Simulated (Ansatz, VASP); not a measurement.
# One calculation of Si4N, two programs

The input INCAR:

```
  PREC = Accurate
  ENCUT = 520
  EDIFF = 1E-6
  ISMEAR = 0
  SIGMA = 0.1
  LREAL = F
  LASPH = T
  NELM = 150
  ALGO = Normal
  ISIF = 2
  LWAVE = F
  LCHARG = F
  ISPIN = 2
  MAGMOM = 0 0 0 0 1
  LORBIT = 11
  GGA = PE
  NBANDS = 22
```

File KPOINTS:

```
Automatic mesh
0
Gamma
  6 6 6
```

The input POSCAR:

```
Si4N
1.0
   -1.9938129353      2.8886337629      3.5968033105
    1.9938129353     -2.8886337629      3.5968033105
    1.9938129353      2.8886337629     -3.5968033105
Si N
4 1
Direct
    0.8965304077      0.1619741111      0.7345562966
    0.1034695923      0.8380258889      0.2654437034
    0.4274178146      0.1619741111      0.2654437034
    0.5725821854      0.8380258889      0.7345562966
    0.0000000000      0.0000000000      0.0000000000
```

Input for Ansatz:

```yaml
crystal:
  lattice:
    - [-1.9938129353, 2.8886337629, 3.5968033105]
    - [1.9938129353, -2.8886337629, 3.5968033105]
    - [1.9938129353, 2.8886337629, -3.5968033105]
  atoms:
    - { symbol: Si, position: [0.8965304077, 0.1619741111, 0.7345562966] }
    - { symbol: Si, position: [0.1034695923, 0.8380258889, 0.2654437034] }
    - { symbol: Si, position: [0.4274178146, 0.1619741111, 0.2654437034] }
    - { symbol: Si, position: [0.5725821854, 0.8380258889, 0.7345562966] }
    - { symbol: "N", position: [0.0, 0.0, 0.0], spin: 1.0 }
basis:
  ecutwfc: 420
kpoints:
  mp_grid: { grid: [6, 6, 6] }
hamiltonian:
  xc: pbe
scf:
  occupations: { method: gaussian, width: 0.1 }
  lower_state_search: "off"
output:
  forces: true
  stress: true
  eigenvalues: true
  populations: true
magnetization:
  spin_polarized: true
```

Change from the starting cell: species swapped into the CrB4 type (Immm, No. 71).

Alike in both runs: task single point; functional PBE; k mesh 6 × 6 × 6; occupations gaussian, width 0.1 eV; collinear spin.

|  | VASP | Ansatz |
| --- | --- | --- |
| version | VASP 6.6.1 | Ansatz 0.2.0 |
| potentials or method | VASP PAW PBE potentials, release 64 (Si, N), cutoff 520 eV | scalar-relativistic, plane waves, PAW |
| valence electrons in the cell | 21 | 21 |

VASP gave:

```
gap on the k mesh at the Fermi level (eV)                     : none
pressure (GPa)                                                : 0.0
traceless stress, the component that is largest in VASP (GPa) : 0.08
rms of the force components (eV/Å)                            : 0.005
net moment per atom (μB)                                      : 0.00
```

**Question.** Which values does Ansatz return?

**Answer.** gap on the k mesh at the Fermi level (eV): none; pressure (GPa): 0.1; traceless stress, the component that is largest in VASP (GPa): 0.01; rms of the force components (eV/Å): 0.004; net moment per atom (μB): 0.00.

Atom by atom the forces differ by 0.001 eV/Å (rms over components). A gap of «none» marks a metal or a gap that the smearing closes. Ansatz's warnings: seeded moment not kept.
